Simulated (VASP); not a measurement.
# BaGe2N2 in VASP: single point with PBE

Aim: the single point of BaGe2N2 with PBE.

Program: VASP 6.6.1. These are calculated values, not measurements. Logs are shortened: lines on timing, memory, paths and dates and some standing lists are left out, and cuts for length are marked.

## (1) The cell of the first run

The typed cell holds 5 atoms: a = 4.073 Å, b = 4.073 Å, c = 6.999 Å, α = 90.00°, β = 90.00°, γ = 120.00°.

## (2) Single point, PBE

INCAR reads:

```
SYSTEM = BaGe2N2
ALGO     = Normal         ! electronic algorithm
EDIFF    = 1E-6           ! SCF threshold, eV
ENCUT    = 520            ! plane-wave cutoff, eV
GGA      = PE             ! functional
ISIF     = 2              ! what is computed and relaxed
ISMEAR   = -1             ! smearing method
LASPH    = .TRUE.         ! aspherical terms in the spheres
LCHARG   = .FALSE.        ! write CHGCAR
LREAL    = .FALSE.        ! projectors in reciprocal space
LWAVE    = .FALSE.        ! write WAVECAR
NBANDS   = 32             ! bands
NELM     = 80             ! most SCF steps
PREC     = Accurate       ! precision mode
SIGMA    = 0.1            ! smearing width, eV
```

KPOINTS reads:

```
k-points
0
G
  10 10 5
  0 0 0
```

POSCAR reads:

```
BaGe2N2
1.0
    4.0725440000      0.0000000000      0.0000000000
   -2.0362720000      3.5269310000      0.0000000000
    0.0000000000      0.0000000000      6.9990720000
Ba N Ge
1 2 2
Direct
    0.0000000000      0.0000000000      0.0000000000
    0.3333000000      0.6667000000      0.6293000000
    0.6667000000      0.3333000000      0.3707000000
    0.3333000000      0.6667000000      0.2621700000
    0.6667000000      0.3333000000      0.7378300000
```

Potentials or basis: VASP PAW PBE potentials, release 64 (Ba_sv, N, Ge_d).

On the command line:

```
> cat potpaw_PBE.64/Ba_sv/POTCAR potpaw_PBE.64/N/POTCAR potpaw_PBE.64/Ge_d/POTCAR > POTCAR
> mpirun -np 1 vasp_std > vasp.out
```

OUTCAR:

```text
SYSTEM = BaGe2N2
   EDIFF = 1E-6
   ENCUT = 520
   GGA = PE
   ISIF = 2
   ISMEAR = -1
   LASPH = .TRUE.
   LREAL = .FALSE.
   NELM = 80
   PREC = Accurate

 ion  position               nearest neighbor table
   1  0.000  0.000  0.000-   4 2.98   5 2.98   5 2.98   4 2.98   5 2.98   4 2.98
   2  0.333  0.667  0.629-
   3  0.667  0.333  0.371-
   4  0.333  0.667  0.262-   1 2.98   1 2.98   1 2.98
   5  0.667  0.333  0.738-   1 2.98   1 2.98   1 2.98

  LATTYP: Found a hexagonal cell.
 ALAT       =     4.0725440000
 C/A-ratio  =     1.7185994798

  Lattice vectors:

 A1 = (   4.0725440000,   0.0000000000,   0.0000000000)
 A2 = (  -2.0362720000,   3.5269310000,   0.0000000000)
 A3 = (   0.0000000000,   0.0000000000,   6.9990720000)

Analysis of symmetry for initial positions (statically):
=====================================================================
 Subroutine PRICEL returns:
 Original cell was already a primitive cell.

 Routine SETGRP: Setting up the symmetry group for a
 hexagonal supercell.

 Subroutine GETGRP returns: Found  4 space group operations
 (whereof  4 operations were pure point group operations)
 out of a pool of 24 trial point group operations.

The static configuration has the point symmetry C_2h.

Analysis of symmetry for dynamics (positions and initial velocities):
=====================================================================
 Subroutine PRICEL returns:
 Original cell was already a primitive cell.

 Routine SETGRP: Setting up the symmetry group for a
 hexagonal supercell.

 Subroutine GETGRP returns: Found  4 space group operations
 (whereof  4 operations were pure point group operations)
 out of a pool of 24 trial point group operations.

The dynamic configuration has the point symmetry C_2h.

 Subroutine INISYM returns: Found  4 space group operations
 (whereof  4 operations are pure point group operations),
 and found     1 'primitive' translations

----------------------------------------------------------------------------------------

                                     Primitive cell

  volume of cell :     100.5317

  direct lattice vectors                    reciprocal lattice vectors
     4.072544000  0.000000000  0.000000000     0.245546764  0.141766312  0.000000000
    -2.036272000  3.526931000  0.000000000     0.000000000  0.283532624  0.000000000
     0.000000000  0.000000000  6.999072000     0.000000000  0.000000000  0.142876084

  length of vectors
     4.072544000  4.072547843  6.999072000     0.283532891  0.283532624  0.142876084

  position of ions in fractional coordinates (direct lattice)
     0.000000000  0.000000000  0.000000000
     0.333300000  0.666700000  0.629300000
     0.666700000  0.333300000  0.370700000
     0.333300000  0.666700000  0.262170000
     0.666700000  0.333300000  0.737830000

  ion indices of the primitive-cell ions
   primitive index   ion index
                 1           1
                 2           2
                 3           3
                 4           4
                 5           5

----------------------------------------------------------------------------------------

 KPOINTS: k-points

Automatic generation of k-mesh.
 Grid dimensions read from file:
 generate k-points for:   10   10    5

 Generating k-lattice:

  Cartesian coordinates                     Fractional coordinates (reciprocal lattice)
     0.024554676  0.014176631  0.000000000     0.100000000  0.000000000  0.000000000
     0.000000000  0.028353262  0.000000000     0.000000000  0.100000000  0.000000000
     0.000000000  0.000000000  0.028575217     0.000000000  0.000000000  0.200000000

  Length of vectors
     0.028353289  0.028353262  0.028575217

  Shift w.r.t. Gamma in fractional coordinates (k-lattice)
     0.000000000  0.000000000  0.000000000

 Subroutine IBZKPT returns following result:
 ===========================================

 Found    141 irreducible k-points:

 Following reciprocal coordinates:
            Coordinates               Weight
  0.000000  0.000000  0.000000      1.000000
  0.100000 -0.000000  0.000000      4.000000
 -0.100000  0.100000  0.000000      2.000000
  0.200000 -0.000000  0.000000      4.000000
 -0.200000  0.200000  0.000000      2.000000
  0.300000  0.000000  0.000000      4.000000
[... 16 lines left out ...]
  0.200000  0.200000  0.000000      2.000000
 -0.200000  0.400000  0.000000      4.000000
 [... further k-points ...]
   k-points           NKPTS =    141   k-points in BZ     NKDIM =    141   number of bands    NBANDS=     32
   number of dos      NEDOS =    301   number of ions     NIONS =      5
   total plane-waves  NPLWV =  48600
   dimension x,y,z NGX =    30 NGY =   30 NGZ =   54
   dimension x,y,z NGXF=    60 NGYF=   60 NGZF=  108
   ions per type =               1   2   2
   NGX,Y,Z   is equivalent  to a cutoff of  12.25, 12.25, 12.83 a.u.
   NGXF,Y,Z  is equivalent  to a cutoff of  24.49, 24.49, 25.65 a.u.
 SYSTEM =  BaGe2N2
   PREC   = accura    normal or accurate (medium, high low for compatibility)
   ISTART =      0    job   : 0-new  1-cont  2-samecut
   ICHARG =      2    charge: 1-file 2-atom 10-const
   ISPIN  =      1    spin polarized calculation?
   LNONCOLLINEAR =      F non collinear calculations
   LSORBIT =      F    spin-orbit coupling
   LASPH  =      T    aspherical Exc in radial PAW
   ENCUT  =  520.0 eV  38.22 Ry    6.18 a.u.   7.57  7.57 13.01*2*pi/ulx,y,z
   NELM   =     80;   NELMIN=  2; NELMDL= -5     # of ELM steps
   EDIFF  = 0.1E-05   stopping-criterion for ELM
   LREAL  =      F    real-space projection
   EDIFFG = 0.1E-04   stopping-criterion for IOM
   NSW    =      0    number of steps for IOM
   IBRION =     -1    ionic relax: 0-MD 1-quasi-New 2-CG
   NFREE  =      0    steps in history (QN), initial steepest desc. (CG)
   ISIF   =      2    stress and relaxation
   ISYM   =      2    0-nonsym 1-usesym 2-fastsym
   POTIM  = 0.5000    time-step for ionic-motion
   TEBEG  =    0.0;   TEEND  =   0.0 temperature during run
   PSTRESS=    0.0 pullay stress
   NELECT =      48.0000    total number of electrons
   NUPDOWN=      -1.0000    fix difference up-down
   EMIN   =  10.00;   EMAX   =-10.00  energy-range for DOS
   EFERMI =   0.00;   METHOD = LEGACY
   ISMEAR =    -1;   SIGMA  =   0.10  broadening in eV -4-tet -1-fermi 0-gaus
   EFERMI_NEDOS =   21; number of points for ismear=-14 and -15
   IALGO  =     38    algorithm
   IMIX   =      4    mixing-type and parameters
     AMIX     =   0.40;   BMIX     =  1.00
     AMIX_MAG =   1.60;   BMIX_MAG =  1.00
  volume/ion in A,a.u.               =      20.11       135.68
  Fermi-wavevector in a.u.,A,eV,Ry     =   1.279541  2.417982 22.275797  1.637225
  Thomas-Fermi vector in A             =   2.412020
   LORBIT       =      0    0 simple, 1 ext, 2 COOP (PROOUT), +10 PAW based schemes
   GGA     = PE    functional components
   LHFCALC =     F    Hartree Fock is set to
   AEXX    =    0.0000 exact exchange contribution
   IVDW    =     0    specifies the selected vdW correction
   LEPSILON=     F    determine dielectric tensor
   LRPA    =     F    only Hartree local field effects (RPA)
 non-spin polarized calculation
  energy-cutoff  :      520.00
  volume of cell :      100.53
 maximum number of plane-waves:      2737
   NGX = 15   NGY = 15   NGZ = 27

 number of electron      47.9999981 magnetization

 Free energy of the ion-electron system (eV)
  ---------------------------------------------------
  ext. energy  EPLUGINS =         0.00000000
  ---------------------------------------------------
  free energy    TOTEN  =       -22.40973038 eV

  energy without entropy =      -22.35098195  energy(sigma->0) =      -22.38035616

 E-fermi :   3.7052     XC(G=0):  -9.9391

 val. band max:        3.6337107314   @ k =   0.3000   0.1000   0.2000
 cond. band min:       3.7189049574   @ k =   0.1000   0.1000   0.2000
 fundamental gap:      0.0851942260
 Fermi energy:         3.7051525711

 k-point     1 :       0.0000    0.0000    0.0000
  band No.  band energies     occupation
      1     -24.1604      2.00000
      2     -21.2061      2.00000
      3     -21.2061      2.00000
      4     -21.2052      2.00000
      5     -21.2052      2.00000
      6     -21.1745      2.00000
[... 24 lines left out ...]
     31       7.0321      0.00000
     32       7.0324      0.00000

 k-point     2 :       0.1000   -0.0000    0.0000
  band No.  band energies     occupation
      1     -24.1509      2.00000
      2     -21.2056      2.00000
      3     -21.2056      2.00000
      4     -21.2054      2.00000
      5     -21.2047      2.00000
      6     -21.1748      2.00000
[... 24 lines left out ...]
     31       7.0915      0.00000
     32       7.3125      0.00000

 k-point     3 :      -0.1000    0.1000    0.0000
  band No.  band energies     occupation
      1     -24.1509      2.00000
      2     -21.2056      2.00000
      3     -21.2056      2.00000
      4     -21.2054      2.00000
      5     -21.2047      2.00000
      6     -21.1748      2.00000
[... 24 lines left out ...]
     31       7.0910      0.00000
     32       7.3130      0.00000

 k-point     4 :       0.2000   -0.0000    0.0000
  band No.  band energies     occupation
      1     -24.1257      2.00000
      2     -21.2062      2.00000
      3     -21.2043      2.00000
      4     -21.2041      2.00000
      5     -21.2034      2.00000
      6     -21.1753      2.00000
[... 24 lines left out ...]
     31       7.1777      0.00000
     32       8.0060      0.00000

 k-point     5 :      -0.2000    0.2000    0.0000
  band No.  band energies     occupation
      1     -24.1257      2.00000
      2     -21.2062      2.00000
      3     -21.2043      2.00000
      4     -21.2041      2.00000
      5     -21.2034      2.00000
      6     -21.1753      2.00000
[... 584 lines left out ...]
     31       7.8345      0.00000
     32       9.2989      0.00000

 k-point    22 :       0.5000    0.4000    0.0000
  band No.  band energies     occupation
      1     -24.0590      2.00000
      2     -21.2075      2.00000
      3     -21.2032      2.00000
      4     -21.2005      2.00000
      5     -21.1989      2.00000
      6     -21.1764      2.00000
[... 24 lines left out ...]
     31       7.8344      0.00000
     32       9.2991      0.00000

 k-point    23 :       0.2000    0.2000    0.0000
  band No.  band energies     occupation
      1     -24.0798      2.00000
      2     -21.2068      2.00000
      3     -21.2037      2.00000
      4     -21.2025      2.00000
      5     -21.1994      2.00000
      6     -21.1765      2.00000
[... 24 lines left out ...]
     31       7.8213      0.00000
     32       7.8996      0.00000

 k-point    24 :      -0.2000    0.4000    0.0000
  band No.  band energies     occupation
      1     -24.0798      2.00000
      2     -21.2069      2.00000
      3     -21.2037      2.00000
      4     -21.2025      2.00000
      5     -21.1994      2.00000
      6     -21.1766      2.00000
[... 24 lines left out ...]
     31       7.8207      0.00000
     32       7.8983      0.00000

 [... further k-points ...]

------------------------ aborting loop because EDIFF is reached ----------------------------------------

  FORCE on cell =-STRESS in cart. coord.  units (eV):
  Direction    XX          YY          ZZ          XY          YZ          ZX
  --------------------------------------------------------------------------------------
  -------------------------------------------------------------------------------------
  Total       -3.3700466     -3.3774197     -4.0622787     -0.0063779     -0.0019739      0.0034190
  in kB      -53.7085323    -53.8260374    -64.7406548     -0.1016452     -0.0314588      0.0544883
  external PRESSURE =     -57.4250748 kB  Pullay stress =       0.0000000 kB

 VOLUME and BASIS-vectors are now :
 -----------------------------------------------------------------------------
  energy-cutoff  :      520.00
  volume of cell :      100.53
      direct lattice vectors                 reciprocal lattice vectors
     4.072544000  0.000000000  0.000000000     0.245546764  0.141766312  0.000000000
    -2.036272000  3.526931000  0.000000000     0.000000000  0.283532624  0.000000000
     0.000000000  0.000000000  6.999072000     0.000000000  0.000000000  0.142876084

 POSITION                                       TOTAL-FORCE (eV/Angst)
 -----------------------------------------------------------------------------------
      0.00000      0.00000      0.00000         0.000000      0.000000      0.000000
     -0.00020      2.35140      4.40452        -0.000317      0.000183      1.265275
      2.03648      1.17553      2.59456         0.000317     -0.000183     -1.265275
     -0.00020      2.35140      1.83495         0.000316     -0.000182      4.775844
      2.03648      1.17553      5.16413        -0.000316      0.000182     -4.775844
 -----------------------------------------------------------------------------------
    total drift:                                0.000000      0.000000      0.000000

  FREE ENERGIE OF THE ION-ELECTRON SYSTEM (eV)
  ---------------------------------------------------
  free  energy   TOTEN  =       -22.4097303760 eV

  energy  without entropy=      -22.3509819537  energy(sigma->0) =      -22.38035616
```

It took 8.3 min on 1 thread of Intel Xeon 8259CL, shared host; peak memory 0.53 GiB.

Results:

```yaml
Free_energy: -22.4097 eV
Pressure: -5.7 GPa
Largest_force: 4.776 eV/Å
Band_gap_on_the_k_mesh: zero (bands 24 and 25 overlap by 0.19 eV)
```

Forces in eV/Å, atoms in the order of the input:
```
Ba   0.000  0.000  0.000
N    0.000  0.000  1.265
N    0.000  0.000 -1.265
Ge   0.000  0.000  4.776
Ge   0.000  0.000 -4.776
```

Stress tensor (GPa, compression positive):
```
-5.37 -0.01  0.01
-0.01 -5.38  0.00
 0.01  0.00 -6.47
```

Levels at points of the mesh, in eV from the Fermi level:
```csv
k point,band 20,band 21,band 22,band 23,band 24,band 25,band 26,band 27,band 28,band 29
"(0.00, 0.00, 0.00)",-2.35,-2.35,-1.21,-1.21,-0.13,-0.09,0.64,0.64,2.44,2.64
"(0.50, 0.00, 0.00)",-2.79,-2.55,-2.48,-2.24,0.02,1.64,2.11,2.19,2.24,2.67
"(0.50, 0.50, 0.00)",-2.79,-2.55,-2.48,-2.24,0.02,1.64,2.11,2.19,2.24,2.67
```

Caveat: the cell stands under tension; spin-orbit coupling is left out, which moves the levels of the heavy elements; forces of over 1 eV/Å act on the atoms, so gaps and moduli don't describe the material at rest.

The gap in the log of VASP goes by the Fermi energy; the results here count the filled bands.